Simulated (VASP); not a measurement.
## W8C8N: single point with PBE+D3(BJ)

System: W8C8N, a slab with vacuum.

```xyz
17
Lattice="5.7251 0.0000 0.0000 -2.8625 4.9581 0.0000 0.0000 0.0000 17.2107" Properties=species:S:1:pos:R:3 pbc="T T T"
W     0.0000    0.0000    1.0000
W    -0.0099    0.0058    3.9622
W    -1.4313    2.4790    1.0000
W    -1.4313    2.4676    3.9622
W     2.8625    0.0000    1.0000
W     2.8725    0.0058    3.9622
W     1.4313    2.4790    1.0000
W     1.4313    2.4791    3.6429
C     1.4313    0.7950    2.3233
C     1.4313    1.0691    5.1576
C    -0.0272    3.3211    2.3233
C     0.2102    3.1840    5.1576
C     4.2938    0.8264    2.4165
C     4.2939    0.8263    5.1191
C     2.8897    3.3211    2.3232
C     2.6523    3.1840    5.1576
N     1.4313    2.4791    5.6717
```

```yaml
Program: VASP 6.6.1
Task: single point
Functional: PBE
Dispersion: D3(BJ)
Potentials_or_basis: VASP PAW PBE potentials, release 64 (W_sv, C, N)
Cutoff: 520 eV
k_mesh: 5 × 5 × 1
Occupations: fermi-dirac, width 0.1 eV
Spin: no spin polarisation
```

```
Largest force              : 2.121 eV/Å
Band gap on the k mesh     : zero (an odd number of electrons rules out a gap without spin polarisation)
Dispersion energy per atom : -0.284 eV
```

Forces in eV/Å, atoms in the order of the input:
```
W   -0.122  0.071  0.629
W    0.021 -0.013 -0.006
W    0.000 -0.141  0.628
W    0.000  0.024 -0.006
W    0.122  0.070  0.628
W   -0.020 -0.013 -0.006
W    0.000  0.000 -2.121
W    0.000  0.000 -0.158
C    0.000 -0.012  0.003
C   -0.001 -0.069  0.059
C   -0.011  0.007  0.003
C   -0.061  0.035  0.059
C    0.000  0.000 -0.004
C   -0.001  0.000  0.084
C    0.011  0.007  0.003
C    0.060  0.035  0.060
N    0.000  0.000  0.148
```

Levels at points of the mesh, in eV from the Fermi level:
```
           k point  band 72  band 73  band 74  band 75  band 76  band 77  band 78  band 79
(0.00, 0.00, 0.00)     0.24     0.24     0.36     0.51     0.51     0.62     1.29     2.01
```

It took 22 min on 1 thread of Intel(R) Xeon(R) Platinum 8488C (Sapphire Rapids) (shared host), peak memory 0.81 GiB.

Caveat: there is no dipole correction, which matters where the two faces differ; spin-orbit coupling is left out, which moves the levels of the heavy elements; an odd number of electrons without spin polarisation forces a metal; a magnetic or distorted state may lie lower.
